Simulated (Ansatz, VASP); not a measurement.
## One calculation of Zr, two programs

Contents of INCAR:

```
SYSTEM = Zr
PREC     = Accurate       ! precision mode
ENCUT    = 520            ! plane-wave cutoff, eV
EDIFF    = 1E-6           ! SCF threshold, eV
ISMEAR   = 0              ! smearing method
SIGMA    = 0.15           ! smearing width, eV
LREAL    = .False.        ! projectors in reciprocal space
LASPH    = .True.         ! aspherical terms in the spheres
NELM     = 100            ! most SCF steps
ALGO     = Normal         ! electronic algorithm
ISIF     = 2              ! what is computed and relaxed
LWAVE    = .False.        ! write WAVECAR
LCHARG   = .False.        ! write CHGCAR
NBANDS   = 12             ! bands
```

File KPOINTS:

```
regular mesh
0
Gamma
  18 18 18
  0 0 0
```

Contents of POSCAR:

```
Zr
1.0
    0.0000000000      2.3395625000      2.2550000000
    2.2550000000      0.0000000000      2.2550000000
    2.2550000000      2.3395625000      0.0000000000
Zr
1
Direct
    0.0000000000      0.0000000000      0.0000000000
```

Input for Ansatz:

```yaml
crystal:
  lattice:
    - [0.0, 2.3395625, 2.255]
    - [2.255, 0.0, 2.255]
    - [2.255, 2.3395625, 0.0]
  atoms:
    - { symbol: Zr, position: [0.0, 0.0, 0.0] }
basis:
  ecutwfc: 420
kpoints:
  mp_grid: { grid: [18, 18, 18] }
hamiltonian:
  xc: lda
scf:
  occupations: { method: gaussian, width: 0.15 }
output:
  forces: true
  stress: true
  eigenvalues: true
```

Change from the starting cell: strain +0.0375 x Voigt [0, 1, 0, 0, 0, 0], atoms carried along.

Alike in both runs: task single point; functional LDA; k mesh 18 × 18 × 18; occupations gaussian, width 0.15 eV; no spin polarisation.

|  | VASP | Ansatz |
| --- | --- | --- |
| version | VASP 6.6.1 | Ansatz 0.2.0 |
| potentials or method | VASP PAW LDA potentials, release 64 (Zr_sv), cutoff 520 eV | scalar-relativistic, plane waves, PAW |
| valence electrons in the cell | 12 | 12 |

Ansatz gave:

```
gap on the k mesh at the Fermi level (eV)                     : none
pressure (GPa)                                                : -8.5
traceless stress, the component that is largest in VASP (GPa) : -0.79
```

Q: Estimate VASP's values.

A: gap on the k mesh at the Fermi level (eV): none; pressure (GPa): -8.5; traceless stress, the component that is largest in VASP (GPa): -0.78.

LDA's correlation is that of Perdew and Zunger in VASP and of Perdew and Wang (1992) in Ansatz. A gap of «none» marks a metal or a gap that the smearing closes.
